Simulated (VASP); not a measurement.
Input of a VASP 6.6.1 run:

Contents of INCAR:

```
SYSTEM = PtSe2
PREC = Accurate
ENCUT = 520
EDIFF = 1E-6
ISMEAR = -1
SIGMA = 0.05
LREAL = .FALSE.
LASPH = .TRUE.
NELM = 60
ALGO = Normal
ISIF = 2
LWAVE = .FALSE.
LCHARG = .FALSE.
GGA = PE
NBANDS = 18
```

File KPOINTS:

```
Automatic mesh
0
G
  7 7 5
  0 0 0
```

Contents of POSCAR:

```
PtSe2
1.0
    3.5750400000      0.0000000000      0.0000000000
   -1.7875200000      3.0960754596      0.0000000000
    0.0000000000      0.0000000000      5.0620000000
Pt Se
1 2
Direct
    0.0000000000      0.0000000000      0.0000000000
    0.6666666667      0.3333333333      0.7500000000
    0.3333333333      0.6666666667      0.2500000000
```

Potentials or basis: VASP PAW PBE potentials, release 64 (Pt, Se).

Command:

```bash
$ cat potpaw_PBE.64/Pt/POTCAR potpaw_PBE.64/Se/POTCAR > POTCAR
$ mpirun -np 1 vasp_std > vasp.out
```

Question: Estimate the largest force.

Answer: 1.800 eV/Å.

Question: Estimate the band gap on the k mesh.

Answer: Zero (band 11 reaches 8.01 eV, above the bottom of band 12 at 7.77 eV).

Stress tensor (GPa, compression positive):
```
26.62  0.00  0.00
 0.00 26.62  0.00
 0.00  0.00 17.38
```

Caveat: spin-orbit coupling is left out, which moves the levels of the heavy elements; forces of over 1 eV/Å act on the atoms, so gaps and moduli don't describe the material at rest.
